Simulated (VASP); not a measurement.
# Te2Mo in VASP: single point with PBE+D3(BJ)

Aim: the single point of Te2Mo with PBE+D3(BJ).

All numbers are computed with VASP 6.6.1; they aren't measurements. Logs are shortened: lines on timing, memory, paths and dates and some standing lists are left out, and cuts for length are marked.

## (1) The cell of the first run

The cell holds a slab with vacuum, 6 atoms: a = 3.504 Å, b = 3.504 Å, c = 24.768 Å, α = 90.00°, β = 90.00°, γ = 120.00°.

## (2) Single point, PBE+D3(BJ)

Contents of INCAR:

```
SYSTEM = Te2Mo
ALGO = Normal ; DIPOL = 0.5 0.5 0.394
EDIFF = 1E-7 ; ENCUT = 520
GGA = PE ; IDIPOL = 3
ISIF = 2 ; ISMEAR = 0
IVDW = 12 ; LASPH = .TRUE.
LCHARG = .FALSE. ; LDIPOL = .TRUE.
LREAL = .FALSE. ; LWAVE = .FALSE.
NBANDS = 35 ; NELM = 100
PREC = Accurate ; SIGMA = 0.05
```

Contents of KPOINTS:

```
k-points
0
G
  9 9 1
  0 0 0
```

Contents of POSCAR:

```
Te2Mo
1.0
    3.5038818256      0.0000000000      0.0000000000
   -1.7519409128      3.0344506729      0.0000000000
    0.0000000000      0.0000000000     24.7677191314
Te Mo
4 2
Direct
    0.3333333333      0.6666666667      0.1816881069
    0.3333333333      0.6666666667      0.3282744013
    0.6666666667      1.3333333333      0.4589990186
    0.6666666667      1.3333333333      0.6055377003
    0.6666666667      0.3333333333      0.2549311430
    1.0000000000      1.0000000000      0.5321795739
```

Potentials or basis: VASP PAW PBE potentials, release 64 (Te, Mo_sv).

Launch:

```bash
$ cat potpaw_PBE.64/Te/POTCAR potpaw_PBE.64/Mo_sv/POTCAR > POTCAR
$ mpirun -np 1 vasp_std > vasp.out
```

OUTCAR:

```text
SYSTEM = Te2Mo
   EDIFF = 1E-7
   ENCUT = 520
   GGA = PE
   ISIF = 2
   ISMEAR = 0
   IVDW = 12
   LASPH = .TRUE.
   LREAL = .FALSE.
   NELM = 100
   PREC = Accurate
 IVDW          = 12

 ion  position               nearest neighbor table
   1  0.333  0.667  0.182-   5 2.72   5 2.72   5 2.72   2 3.63
   2  0.333  0.667  0.328-   5 2.72   5 2.72   5 2.72   1 3.63
   3  0.667  0.333  0.459-   6 2.72   6 2.72   6 2.72   4 3.63
   4  0.667  0.333  0.606-   6 2.72   6 2.72   6 2.72   3 3.63
   5  0.667  0.333  0.255-   1 2.72   1 2.72   1 2.72   2 2.72   2 2.72   2 2.72
   6  0.000  0.000  0.532-   3 2.72   3 2.72   3 2.72   4 2.72   4 2.72   4 2.72

  LATTYP: Found a hexagonal cell.
 ALAT       =     3.5038818256
 C/A-ratio  =     7.0686513884

  Lattice vectors:

 A1 = (   3.5038818256,   0.0000000000,   0.0000000000)
 A2 = (  -1.7519409128,   3.0344506729,   0.0000000000)
 A3 = (   0.0000000000,   0.0000000000,  24.7677191314)

Analysis of symmetry for initial positions (statically):
=====================================================================
 Subroutine PRICEL returns:
 Original cell was already a primitive cell.

 Routine SETGRP: Setting up the symmetry group for a
 hexagonal supercell.

 Subroutine GETGRP returns: Found  6 space group operations
 (whereof  6 operations were pure point group operations)
 out of a pool of 24 trial point group operations.

The static configuration has the point symmetry C_3v.

Analysis of symmetry for dynamics (positions and initial velocities):
=====================================================================
 Subroutine PRICEL returns:
 Original cell was already a primitive cell.

 Routine SETGRP: Setting up the symmetry group for a
 hexagonal supercell.

 Subroutine GETGRP returns: Found  6 space group operations
 (whereof  6 operations were pure point group operations)
 out of a pool of 24 trial point group operations.

The dynamic configuration has the point symmetry C_3v.

 Subroutine INISYM returns: Found  6 space group operations
 (whereof  6 operations are pure point group operations),
 and found     1 'primitive' translations

----------------------------------------------------------------------------------------

                                     Primitive cell

  volume of cell :     263.3392

  direct lattice vectors                    reciprocal lattice vectors
     3.503881826  0.000000000  0.000000000     0.285397753  0.164774470  0.000000000
    -1.751940913  3.034450673  0.000000000     0.000000000  0.329548939  0.000000000
     0.000000000  0.000000000 24.767719131     0.000000000  0.000000000  0.040375135

  length of vectors
     3.503881826  3.503881826 24.767719131     0.329548939  0.329548939  0.040375135

  position of ions in fractional coordinates (direct lattice)
     0.333333333  0.666666667  0.181688107
     0.333333333  0.666666667  0.328274401
     0.666666667  0.333333333  0.458999019
     0.666666667  0.333333333  0.605537700
     0.666666667  0.333333333  0.254931143
     0.000000000  0.000000000  0.532179574

  ion indices of the primitive-cell ions
   primitive index   ion index
                 1           1
                 2           2
                 3           3
                 4           4
                 5           5
                 6           6

----------------------------------------------------------------------------------------

 KPOINTS: k-points

Automatic generation of k-mesh.
 Grid dimensions read from file:
 generate k-points for:    9    9    1

 Generating k-lattice:

  Cartesian coordinates                     Fractional coordinates (reciprocal lattice)
     0.031710861  0.018308274  0.000000000     0.111111111 -0.000000000  0.000000000
     0.000000000  0.036616549  0.000000000     0.000000000  0.111111111  0.000000000
     0.000000000  0.000000000  0.040375135     0.000000000  0.000000000  1.000000000

  Length of vectors
     0.036616549  0.036616549  0.040375135

  Shift w.r.t. Gamma in fractional coordinates (k-lattice)
     0.000000000  0.000000000  0.000000000

 Subroutine IBZKPT returns following result:
 ===========================================

 Found     12 irreducible k-points:

 Following reciprocal coordinates:
            Coordinates               Weight
  0.000000  0.000000  0.000000      1.000000
  0.111111  0.000000  0.000000      6.000000
  0.222222  0.000000  0.000000      6.000000
  0.333333 -0.000000  0.000000      6.000000
  0.444444  0.000000  0.000000      6.000000
  0.111111  0.111111  0.000000      6.000000
  0.222222  0.111111  0.000000     12.000000
  0.333333  0.111111  0.000000     12.000000
  0.444444  0.111111  0.000000      6.000000
  0.222222  0.222222  0.000000      6.000000
  0.333333  0.222222  0.000000     12.000000
  0.333333  0.333333  0.000000      2.000000
   k-points           NKPTS =     12   k-points in BZ     NKDIM =     12   number of bands    NBANDS=     35
   number of dos      NEDOS =    301   number of ions     NIONS =      6
   total plane-waves  NPLWV = 150528
   dimension x,y,z NGX =    28 NGY =   28 NGZ =  192
   dimension x,y,z NGXF=    56 NGYF=   56 NGZF=  384
   ions per type =               4   2
   NGX,Y,Z   is equivalent  to a cutoff of  13.28, 13.28, 12.89 a.u.
   NGXF,Y,Z  is equivalent  to a cutoff of  26.57, 26.57, 25.77 a.u.
 SYSTEM =  Te2Mo
   PREC   = accura    normal or accurate (medium, high low for compatibility)
   ISTART =      0    job   : 0-new  1-cont  2-samecut
   ICHARG =      2    charge: 1-file 2-atom 10-const
   ISPIN  =      1    spin polarized calculation?
   LNONCOLLINEAR =      F non collinear calculations
   LSORBIT =      F    spin-orbit coupling
   LASPH  =      T    aspherical Exc in radial PAW
   ENCUT  =  520.0 eV  38.22 Ry    6.18 a.u.   6.51  6.51 46.05*2*pi/ulx,y,z
   NELM   =    100;   NELMIN=  2; NELMDL= -5     # of ELM steps
   EDIFF  = 0.1E-06   stopping-criterion for ELM
   LREAL  =      F    real-space projection
   EDIFFG = 0.1E-05   stopping-criterion for IOM
   NSW    =      0    number of steps for IOM
   IBRION =     -1    ionic relax: 0-MD 1-quasi-New 2-CG
   NFREE  =      0    steps in history (QN), initial steepest desc. (CG)
   ISIF   =      2    stress and relaxation
   ISYM   =      2    0-nonsym 1-usesym 2-fastsym
   POTIM  = 0.5000    time-step for ionic-motion
   TEBEG  =    0.0;   TEEND  =   0.0 temperature during run
   PSTRESS=    0.0 pullay stress
   NELECT =      52.0000    total number of electrons
   NUPDOWN=      -1.0000    fix difference up-down
   EMIN   =  10.00;   EMAX   =-10.00  energy-range for DOS
   EFERMI =   0.00;   METHOD = LEGACY
   ISMEAR =     0;   SIGMA  =   0.05  broadening in eV -4-tet -1-fermi 0-gaus
   EFERMI_NEDOS =   21; number of points for ismear=-14 and -15
   IALGO  =     38    algorithm
   IMIX   =      4    mixing-type and parameters
     AMIX     =   0.40;   BMIX     =  1.00
     AMIX_MAG =   1.60;   BMIX_MAG =  1.00
  volume/ion in A,a.u.               =      43.89       296.18
  Fermi-wavevector in a.u.,A,eV,Ry     =   0.953317  1.801508 12.365161  0.908814
  Thomas-Fermi vector in A             =   2.081961
   LORBIT       =      0    0 simple, 1 ext, 2 COOP (PROOUT), +10 PAW based schemes
   GGA     = PE    functional components
   LHFCALC =     F    Hartree Fock is set to
   AEXX    =    0.0000 exact exchange contribution
   IVDW    =    12    specifies the selected vdW correction
   LEPSILON=     F    determine dielectric tensor
   LRPA    =     F    only Hartree local field effects (RPA)
 non-spin polarized calculation
 Gauss-broadening in eV      SIGMA  =   0.05
  energy-cutoff  :      520.00
  volume of cell :      263.34
 maximum number of plane-waves:      7173
 NGX is ok and might be reduce to    28
   NGX = 13   NGY = 13   NGZ = 93

 dipolmoment           0.000000      0.000000     -0.000000 electrons x Angstroem

 number of electron      51.9999999 magnetization

 dipolmoment           0.000000      0.000000      0.004602 electrons x Angstroem

 Free energy of the ion-electron system (eV)
  ---------------------------------------------------
  ext. energy  EPLUGINS =         0.00000000
  ---------------------------------------------------
  free energy    TOTEN  =       -35.95666494 eV

  energy without entropy =      -35.95666494  energy(sigma->0) =      -35.95666494

 E-fermi :   3.0418     XC(G=0):  -6.3527

 val. band max:        2.6380572566   @ k =   0.0000   0.0000   0.0000
 cond. band min:       3.5614427915   @ k =   0.2222   0.2222   0.0000
 fundamental gap:      0.9233855349
 Fermi energy:         3.0418150006

 k-point     1 :       0.0000    0.0000    0.0000
  band No.  band energies     occupation
      1     -58.2184      2.00000
      2     -58.1466      2.00000
      3     -32.3970      2.00000
      4     -32.3231      2.00000
      5     -32.2521      2.00000
      6     -32.2521      2.00000
[... 27 lines left out ...]
     34       6.0068      0.00000
     35       6.6678      0.00000

 k-point     2 :       0.1111    0.0000    0.0000
  band No.  band energies     occupation
      1     -58.2172      2.00000
      2     -58.1454      2.00000
      3     -32.3936      2.00000
      4     -32.3196      2.00000
      5     -32.2681      2.00000
      6     -32.2558      2.00000
[... 27 lines left out ...]
     34       5.8909      0.00000
     35       6.9068      0.00000

 k-point     3 :       0.2222    0.0000    0.0000
  band No.  band energies     occupation
      1     -58.2141      2.00000
      2     -58.1424      2.00000
      3     -32.3847      2.00000
      4     -32.3107      2.00000
      5     -32.3082      2.00000
      6     -32.2652      2.00000
[... 27 lines left out ...]
     34       6.1434      0.00000
     35       7.4597      0.00000

 k-point     4 :       0.3333   -0.0000    0.0000
  band No.  band energies     occupation
      1     -58.2107      2.00000
      2     -58.1389      2.00000
      3     -32.3746      2.00000
      4     -32.3535      2.00000
      5     -32.3006      2.00000
      6     -32.2836      2.00000
[... 27 lines left out ...]
     34       6.3059      0.00000
     35       7.8056      0.00000

 k-point     5 :       0.4444    0.0000    0.0000
  band No.  band energies     occupation
      1     -58.2084      2.00000
      2     -58.1366      2.00000
      3     -32.3829      2.00000
      4     -32.3680      2.00000
      5     -32.3129      2.00000
      6     -32.2940      2.00000
[... 27 lines left out ...]
     34       6.3615      0.00000
     35       6.6270      0.00000

 k-point     6 :       0.1111    0.1111    0.0000
  band No.  band energies     occupation
      1     -58.2151      2.00000
      2     -58.1433      2.00000
      3     -32.3874      2.00000
      4     -32.3134      2.00000
      5     -32.2947      2.00000
      6     -32.2638      2.00000
[... 27 lines left out ...]
     34       6.0004      0.00000
     35       7.3030      0.00000

 k-point     7 :       0.2222    0.1111    0.0000
  band No.  band energies     occupation
      1     -58.2118      2.00000
      2     -58.1400      2.00000
      3     -32.3779      2.00000
      4     -32.3342      2.00000
      5     -32.3039      2.00000
      6     -32.2770      2.00000
[... 27 lines left out ...]
     34       6.0623      0.00000
     35       8.0118      0.00000

 k-point     8 :       0.3333    0.1111    0.0000
  band No.  band energies     occupation
      1     -58.2089      2.00000
      2     -58.1372      2.00000
      3     -32.3696      2.00000
      4     -32.3684      2.00000
      5     -32.2985      2.00000
      6     -32.2955      2.00000
[... 27 lines left out ...]
     34       6.1142      0.00000
     35       7.3289      0.00000

 k-point     9 :       0.4444    0.1111    0.0000
  band No.  band energies     occupation
      1     -58.2078      2.00000
      2     -58.1360      2.00000
      3     -32.3819      2.00000
      4     -32.3663      2.00000
      5     -32.3120      2.00000
      6     -32.2935      2.00000
[... 27 lines left out ...]
     34       6.0794      0.00000
     35       6.6715      0.00000

 k-point    10 :       0.2222    0.2222    0.0000
  band No.  band energies     occupation
      1     -58.2091      2.00000
      2     -58.1374      2.00000
      3     -32.3702      2.00000
      4     -32.3563      2.00000
      5     -32.2978      2.00000
      6     -32.2961      2.00000
[... 27 lines left out ...]
     34       6.2616      0.00000
     35       8.2153      0.00000

 k-point    11 :       0.3333    0.2222    0.0000
  band No.  band energies     occupation
      1     -58.2074      2.00000
      2     -58.1356      2.00000
      3     -32.3670      2.00000
      4     -32.3651      2.00000
      5     -32.3150      2.00000
      6     -32.2971      2.00000
[... 27 lines left out ...]
     34       6.4104      0.00000
     35       7.2161      0.00000

 k-point    12 :       0.3333    0.3333    0.0000
  band No.  band energies     occupation
      1     -58.2068      2.00000
      2     -58.1350      2.00000
      3     -32.3634      2.00000
      4     -32.3543      2.00000
      5     -32.3374      2.00000
      6     -32.2893      2.00000
[... 27 lines left out ...]
     34       6.5387      0.00000
     35       7.0675      0.00000

------------------------ aborting loop because EDIFF is reached ----------------------------------------

 vacuum level on the upper side and lower side of the slab       (xc-potential included)        -0.085        -0.163

 Edisp (eV)   -2.84368

 E8    (eV) :    -1.3452

  FORCE on cell =-STRESS in cart. coord.  units (eV):
  Direction    XX          YY          ZZ          XY          YZ          ZX
  --------------------------------------------------------------------------------------
  -------------------------------------------------------------------------------------
  Total       0.02998     0.02998     0.04307     0.00000     0.00000     0.00000
  in kB       0.18237     0.18237     0.26201     0.00000     0.00000     0.00000
  external pressure =        0.21 kB  Pullay stress =        0.00 kB

 VOLUME and BASIS-vectors are now :
 -----------------------------------------------------------------------------
  energy-cutoff  :      520.00
  volume of cell :      263.34
      direct lattice vectors                 reciprocal lattice vectors
     3.503881826  0.000000000  0.000000000     0.285397753  0.164774470  0.000000000
    -1.751940913  3.034450673  0.000000000     0.000000000  0.329548939  0.000000000
     0.000000000  0.000000000 24.767719131     0.000000000  0.000000000  0.040375135

 POSITION                                       TOTAL-FORCE (eV/Angst)
 -----------------------------------------------------------------------------------
     -0.00000      2.02297      4.50000        -0.000000     -0.000000     -0.014122
     -0.00000      2.02297      8.13061        -0.000000     -0.000000      0.015945
      1.75194      1.01148     11.36836        -0.000000     -0.000000     -0.015416
      1.75194      1.01148     14.99779        -0.000000      0.000000      0.013992
      1.75194      1.01148      6.31406         0.000000     -0.000000     -0.000576
      0.00000      0.00000     13.18087        -0.000000     -0.000000      0.000177
 -----------------------------------------------------------------------------------
    total drift:                               -0.000001      0.000000      0.000257

  FREE ENERGIE OF THE ION-ELECTRON SYSTEM (eV)
  ---------------------------------------------------
  free  energy   TOTEN  =       -38.8003459234 eV

  energy  without entropy=      -38.8003459234  energy(sigma->0) =      -38.80034592

 vacuum level on the upper side and lower side of the slab         7.254         7.175
```

Wall time 2.2 min (1 thread of Intel Xeon 6975P-C (Granite Rapids), shared host); peak memory 0.4 GiB.

Results:

| Property | Result |
| --- | --- |
| Free energy | -38.8003 eV |
| Largest force | 0.016 eV/Å |
| Band gap on the k mesh | 0.92 eV, indirect (least direct gap 1.10 eV) |
| Dispersion energy per atom | -0.474 eV |

Forces on the atoms (eV/Å):
```
Te   0.000  0.000 -0.014
Te   0.000  0.000  0.016
Te   0.000  0.000 -0.015
Te   0.000  0.000  0.014
Mo   0.000  0.000 -0.001
Mo   0.000  0.000  0.000
```

Levels at points of the mesh, in eV from the valence-band top:
```tsv
k point	band 24	band 25	band 26	band 27	band 28	band 29
(0.00, 0.00, 0.00)	-0.97	-0.89	0.00	2.91	2.91	3.06
```

Caveat: spin-orbit coupling is left out, which moves the levels of the heavy elements.
